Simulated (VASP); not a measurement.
# BN (P6_3mc) in VASP: notebook, part 2 of 3

VASP 6.6.1.

## Step 3: Single point, r2SCAN (strain -0.0200 x Voigt [1, 1, 0, 0, 0, 0])

File POSCAR:

```
BN
1.0
    2.5028608097      0.0000000000      0.0000000000
   -1.2514304049      2.1675410433      0.0000000000
    0.0000000000      0.0000000000      4.2268550000
B N
2 2
Direct
    0.6666666667      0.3333333333      0.9997240000
    0.3333333333      0.6666666667      0.4997240000
    0.6666666667      0.3333333333      0.6252760000
    0.3333333333      0.6666666667      0.1252760000
```

File INCAR.step1:

```
  PREC = Accurate
  ENCUT = 910
  ISMEAR = 0
  SIGMA = 0.05
  LREAL = False
  LASPH = True
  NELM = 120
  NBANDS = 16
  GGA = PE
  ALGO = Normal
  EDIFF = 1E-5
  LWAVE = True
  LCHARG = False
  GGA_COMPAT = False
```

File INCAR.step2:

```
  PREC = Accurate
  ENCUT = 910
  EDIFF = 1E-6
  ISMEAR = 0
  SIGMA = 0.05
  LREAL = False
  LASPH = True
  NELM = 120
  ALGO = Normal
  ISIF = 2
  LWAVE = False
  LCHARG = True
  METAGGA = R2SCAN
  LMIXTAU = True
  LELF = True
  LVHAR = True
  NBANDS = 16
  ISTART = 1
  GGA_COMPAT = False
```

File KPOINTS:

```
Automatic mesh
0
Gamma
  12 12 6
```

Potentials or basis: VASP PAW PBE potentials, release 64 (B_h, N_h).

Command:

```
$ cat potpaw_PBE.64/B_h/POTCAR potpaw_PBE.64/N_h/POTCAR > POTCAR
$ cp INCAR.step1 INCAR
$ mpirun -np 1 vasp_std > vasp.out
$ cp INCAR.step2 INCAR
$ mpirun -np 1 vasp_std > vasp.out
```

OUTCAR:

```text
PREC = Accurate
   ENCUT = 910
   EDIFF = 1E-6
   ISMEAR = 0
   LREAL = False
   LASPH = True
   NELM = 120
   ISIF = 2
   METAGGA = R2SCAN
   ISTART = 1

 ion  position               nearest neighbor table
   1  0.667  0.333  1.000-
   2  0.333  0.667  0.500-
   3  0.667  0.333  0.625-
   4  0.333  0.667  0.125-

  LATTYP: Found a hexagonal cell.
 ALAT       =     2.5028608097
[... 637 lines left out ...]
      3       0.1920      2.00000
      4       1.6301      2.00000
      5       3.0821      2.00000
      6       5.0594      2.00000
[... 8 lines left out ...]
     15      27.1731      0.00000
     16      27.4275      0.00000

 [... further k-points ...]
[... 5 lines left out ...]
  --------------------------------------------------------------------------------------
  -------------------------------------------------------------------------------------
  Total        2.6359769      2.6359769     -0.5092914     -0.0000000      0.0000000      0.0000000
  in kB      184.1750537    184.1750537    -35.5840665     -0.0000000      0.0000000      0.0000000
  external PRESSURE =     110.9220136 kB  Pullay stress =       0.0000000 kB

 VOLUME and BASIS-vectors are now :
 -----------------------------------------------------------------------------
  energy-cutoff  :      910.00
  volume of cell :       22.93
      direct lattice vectors                 reciprocal lattice vectors
     2.502860810  0.000000000  0.000000000     0.399542794  0.230676139  0.000000000
    -1.251430405  2.167541043  0.000000000     0.000000000  0.461352279  0.000000000
     0.000000000  0.000000000  4.226855000     0.000000000  0.000000000  0.236582518

 POSITION                                       TOTAL-FORCE (eV/Angst)
 -----------------------------------------------------------------------------------
      1.25143      0.72251      4.22569         0.000000     -0.000000     -0.010575
     -0.00000      1.44503      2.11226        -0.000000     -0.000000     -0.010575
      1.25143      0.72251      2.64295        -0.000000      0.000000      0.010575
     -0.00000      1.44503      0.52952         0.000000      0.000000      0.010575
 -----------------------------------------------------------------------------------
    total drift:                               -0.000000     -0.000000      0.014885

  FREE ENERGIE OF THE ION-ELECTRON SYSTEM (eV)
  ---------------------------------------------------
  free  energy   TOTEN  =       -38.2775460749 eV

  energy  without entropy=      -38.2775460749  energy(sigma->0) =      -38.27754607
```

OUTCAR.step1:

```text
PREC = Accurate
   ENCUT = 910
   ISMEAR = 0
   LREAL = False
   LASPH = True
[... 687 lines left out ...]
      1.25143      0.72251      4.22569        -0.000000      0.000000     -0.048696
     -0.00000      1.44503      2.11226         0.000000      0.000000     -0.048696
      1.25143      0.72251      2.64295         0.000000     -0.000000      0.048696
     -0.00000      1.44503      0.52952        -0.000000      0.000000      0.048696
 -----------------------------------------------------------------------------------
    total drift:                                0.000000      0.000000      0.000863

  FREE ENERGIE OF THE ION-ELECTRON SYSTEM (eV)
  ---------------------------------------------------
  free  energy   TOTEN  =       -34.8012835086 eV

  energy  without entropy=      -34.8012835086  energy(sigma->0) =      -34.80128351
```

It took 2.1 min on 1 thread of Intel Xeon 6975P-C (Granite Rapids), shared host; peak memory 0.21 GiB.

What came out:

| Quantity | Value |
| --- | --- |
| Free energy | -38.2775 eV |
| Pressure | 11.1 GPa |
| Largest force | 0.011 eV/Å |
| Band gap on the k mesh | 5.60 eV, indirect (least direct gap 8.78 eV) |

Forces in eV/Å, atoms in the order of the input:
```
B    0.000  0.000 -0.011
B    0.000  0.000 -0.011
N    0.000  0.000  0.011
N    0.000  0.000  0.011
```

Levels at points of the mesh, in eV from the valence-band top:
| k point | band 6 | band 7 | band 8 | band 9 | band 10 | band 11 |
| --- | --- | --- | --- | --- | --- | --- |
| (0.00, 0.00, 0.00) | -0.38 | 0.00 | 0.00 | 8.78 | 9.41 | 9.41 |
| (0.50, 0.00, 0.00) | -5.22 | -4.64 | -2.35 | 7.63 | 8.54 | 11.68 |
| (0.00, 0.00, 0.50) | -1.16 | -1.16 | -1.16 | 10.80 | 10.80 | 11.00 |
| (0.50, 0.00, 0.50) | -3.99 | -3.94 | -3.94 | 7.23 | 7.23 | 10.82 |

Caveat: the cell differs from its parent crystal (strain -0.0200 x Voigt [1, 1, 0, 0, 0, 0]); the cutoff is under 1.25 times the usual one of these potentials, so pressure, stress and relaxed cells hold a basis-set (Pulay) error; the PAW data sets were made with another functional, which shifts forces and pressure a little.

## Step 4: Single point, r2SCAN (strain -0.0100 x Voigt [1, 1, 0, 0, 0, 0])

Edit POSCAR of step 3 so:

```diff
@@ -2,4 +2,4 @@
 1.0
-    2.5028608097      0.0000000000      0.0000000000
-   -1.2514304049      2.1675410433      0.0000000000
+    2.5284002057      0.0000000000      0.0000000000
+   -1.2642001029      2.1896588090      0.0000000000
     0.0000000000      0.0000000000      4.2268550000
```

File INCAR.step1:

```
SYSTEM = BN
ALGO     = Normal         ! electronic algorithm
EDIFF    = 1E-5           ! SCF threshold, eV
ENCUT    = 910            ! plane-wave cutoff, eV
GGA      = PE             ! functional
GGA_COMPAT= .FALSE.      
ISMEAR   = 0              ! smearing method
LASPH    = .TRUE.         ! aspherical terms in the spheres
LCHARG   = .FALSE.        ! write CHGCAR
LREAL    = .FALSE.        ! projectors in reciprocal space
LWAVE    = .TRUE.         ! write WAVECAR
NBANDS   = 16             ! bands
NELM     = 120            ! most SCF steps
PREC     = Accurate       ! precision mode
SIGMA    = 0.05           ! smearing width, eV
```

File INCAR.step2:

```
SYSTEM = BN
ALGO     = Normal         ! electronic algorithm
EDIFF    = 1E-6           ! SCF threshold, eV
ENCUT    = 910            ! plane-wave cutoff, eV
GGA_COMPAT= .FALSE.      
ISIF     = 2              ! what is computed and relaxed
ISMEAR   = 0              ! smearing method
ISTART   = 1            
LASPH    = .TRUE.         ! aspherical terms in the spheres
LCHARG   = .TRUE.         ! write CHGCAR
LELF     = .TRUE.         ! ELF
LMIXTAU  = .TRUE.       
LREAL    = .FALSE.        ! projectors in reciprocal space
LVHAR    = .TRUE.       
LWAVE    = .FALSE.        ! write WAVECAR
METAGGA  = R2SCAN         ! meta-GGA
NBANDS   = 16             ! bands
NELM     = 120            ! most SCF steps
PREC     = Accurate       ! precision mode
SIGMA    = 0.05           ! smearing width, eV
```

File KPOINTS:

```
k-points
0
G
  12 12 6
  0 0 0
```

Command:

```
$ cat potpaw_PBE.64/B_h/POTCAR potpaw_PBE.64/N_h/POTCAR > POTCAR
$ cp INCAR.step1 INCAR
$ mpirun -np 1 vasp_std > vasp.out
$ cp INCAR.step2 INCAR
$ mpirun -np 1 vasp_std > vasp.out
```

Wall time 89 s (1 thread of Intel Xeon 6975P-C (Granite Rapids), shared host); peak memory 0.21 GiB.

It converged, with:

| Item | Value |
| --- | --- |
| Free energy | -38.3146 eV |
| Pressure | 2.5 GPa |
| Largest force | 0.015 eV/Å |
| Band gap on the k mesh | 5.67 eV, indirect (least direct gap 9.01 eV) |

Forces in eV/Å, atoms in the order of the input:
```
B    0.000  0.000  0.015
B    0.000  0.000  0.015
N    0.000  0.000 -0.015
N    0.000  0.000 -0.015
```

Stress tensor (GPa, compression positive):
```
 6.09  0.00  0.00
 0.00  6.09  0.00
 0.00  0.00 -4.67
```

Levels at points of the mesh, in eV from the valence-band top:
```csv
k point,band 5,band 6,band 7,band 8,band 9,band 10,band 11,band 12
"(0.00, 0.00, 0.00)",-2.14,-0.33,0.00,0.00,9.01,9.23,9.23,10.53
"(0.50, 0.00, 0.00)",-7.24,-5.17,-4.55,-2.26,7.44,8.55,11.50,12.34
"(0.00, 0.00, 0.50)",-1.18,-1.18,-1.18,-1.18,10.47,10.47,10.82,10.82
"(0.50, 0.00, 0.50)",-3.93,-3.93,-3.81,-3.81,7.20,7.20,10.72,10.72
```

Caveat: the cell differs from its parent crystal (strain -0.0100 x Voigt [1, 1, 0, 0, 0, 0]); the cutoff is under 1.25 times the usual one of these potentials, so pressure, stress and relaxed cells hold a basis-set (Pulay) error; the PAW data sets were made with another functional, which shifts forces and pressure a little. A k mesh can miss the band edges.

## Step 5: Single point, r2SCAN (strain +0.0150 x Voigt [1, 1, 0, 0, 0, 0])

Edit POSCAR of step 4 so:

```diff
@@ -2,4 +2,4 @@
 1.0
-    2.5284002057      0.0000000000      0.0000000000
-   -1.2642001029      2.1896588090      0.0000000000
+    2.5922486957      0.0000000000      0.0000000000
+   -1.2961243479      2.2449532234      0.0000000000
     0.0000000000      0.0000000000      4.2268550000
```

File INCAR.step1:

```
SYSTEM = BN
ALGO     = Normal         ! electronic algorithm
EDIFF    = 1E-5           ! SCF threshold, eV
ENCUT    = 910            ! plane-wave cutoff, eV
GGA      = PE             ! functional
GGA_COMPAT= .False.      
ISMEAR   = 0              ! smearing method
LASPH    = .True.         ! aspherical terms in the spheres
LCHARG   = .False.        ! write CHGCAR
LREAL    = .False.        ! projectors in reciprocal space
LWAVE    = .True.         ! write WAVECAR
NBANDS   = 16             ! bands
NELM     = 120            ! most SCF steps
PREC     = Accurate       ! precision mode
SIGMA    = 0.05           ! smearing width, eV
```

File INCAR.step2:

```
SYSTEM = BN
ALGO     = Normal         ! electronic algorithm
EDIFF    = 1E-6           ! SCF threshold, eV
ENCUT    = 910            ! plane-wave cutoff, eV
GGA_COMPAT= .False.      
ISIF     = 2              ! what is computed and relaxed
ISMEAR   = 0              ! smearing method
ISTART   = 1            
LASPH    = .True.         ! aspherical terms in the spheres
LCHARG   = .False.        ! write CHGCAR
LMIXTAU  = .True.       
LREAL    = .False.        ! projectors in reciprocal space
LWAVE    = .False.        ! write WAVECAR
METAGGA  = R2SCAN         ! meta-GGA
NBANDS   = 16             ! bands
NELM     = 120            ! most SCF steps
PREC     = Accurate       ! precision mode
SIGMA    = 0.05           ! smearing width, eV
```

File KPOINTS:

```
k-points
0
Gamma
  12 12 6
  0 0 0
```

Potentials or basis: VASP PAW PBE potentials, release 64 (B_h, N_h).

Command:

```
$ cat potpaw_PBE.64/B_h/POTCAR potpaw_PBE.64/N_h/POTCAR > POTCAR
$ cp INCAR.step1 INCAR
$ mpirun -np 1 vasp_std > vasp.out
$ cp INCAR.step2 INCAR
$ mpirun -np 1 vasp_std > vasp.out
```

OUTCAR:

```text
SYSTEM = BN
   EDIFF = 1E-6
   ENCUT = 910
   ISIF = 2
   ISMEAR = 0
   ISTART = 1
   LASPH = .True.
   LREAL = .False.
   METAGGA = R2SCAN
   NELM = 120
   PREC = Accurate

 ion  position               nearest neighbor table
   1  0.667  0.333  1.000-
   2  0.333  0.667  0.500-
   3  0.667  0.333  0.625-
   4  0.333  0.667  0.125-

  LATTYP: Found a hexagonal cell.
 ALAT       =     2.5922486957
 C/A-ratio  =     1.6305746463

[... 637 lines left out ...]
      5       2.4753      2.00000
      6       4.1621      2.00000
[... 8 lines left out ...]
     15      25.1913      0.00000
     16      25.4154      0.00000

 [... further k-points ...]
[... 5 lines left out ...]
  --------------------------------------------------------------------------------------
  -------------------------------------------------------------------------------------
  Total       -3.0579664     -3.0579664     -1.0929928      0.0000000      0.0000000      0.0000000
  in kB     -199.1782844   -199.1782844    -71.1912406      0.0000000      0.0000000      0.0000000
  external PRESSURE =    -156.5159365 kB  Pullay stress =       0.0000000 kB

 VOLUME and BASIS-vectors are now :
 -----------------------------------------------------------------------------
  energy-cutoff  :      910.00
  volume of cell :       24.60
      direct lattice vectors                 reciprocal lattice vectors
     2.592248696  0.000000000  0.000000000     0.385765456  0.222721790  0.000000000
    -1.296124348  2.244953223  0.000000000     0.000000000  0.445443580  0.000000000
     0.000000000  0.000000000  4.226855000     0.000000000  0.000000000  0.236582518

 POSITION                                       TOTAL-FORCE (eV/Angst)
 -----------------------------------------------------------------------------------
      1.29612      0.74832      4.22569         0.000000     -0.000000      0.022981
     -0.00000      1.49664      2.11226        -0.000000      0.000000      0.022981
      1.29612      0.74832      2.64295         0.000000     -0.000000     -0.022981
     -0.00000      1.49664      0.52952        -0.000000      0.000000     -0.022981
 -----------------------------------------------------------------------------------
    total drift:                                0.000000      0.000000      0.015139

  FREE ENERGIE OF THE ION-ELECTRON SYSTEM (eV)
  ---------------------------------------------------
  free  energy   TOTEN  =       -38.2617969758 eV

  energy  without entropy=      -38.2617969758  energy(sigma->0) =      -38.26179698
```

Run time: 2.4 min. Hardware: 1 thread of Intel Xeon Platinum 8375C at 2.90GHz (Ice Lake), shared host; peak memory 0.21 GiB.

What came out:

```yaml
Free_energy: -38.2618 eV
Pressure: -15.7 GPa
Largest_force: 0.023 eV/Å
Band_gap_on_the_k_mesh: 5.82 eV, indirect (least direct gap 8.66 eV)
```

Forces on the atoms (eV/Å):
```
B    0.000  0.000  0.023
B    0.000  0.000  0.023
N    0.000  0.000 -0.023
N    0.000  0.000 -0.023
```

Caveat: the cell differs from its parent crystal (strain +0.0150 x Voigt [1, 1, 0, 0, 0, 0]); the cutoff is under 1.25 times the usual one of these potentials, so pressure, stress and relaxed cells hold a basis-set (Pulay) error; the PAW data sets were made with another functional, which shifts forces and pressure a little.

(Part 2 of 3 ends here.)
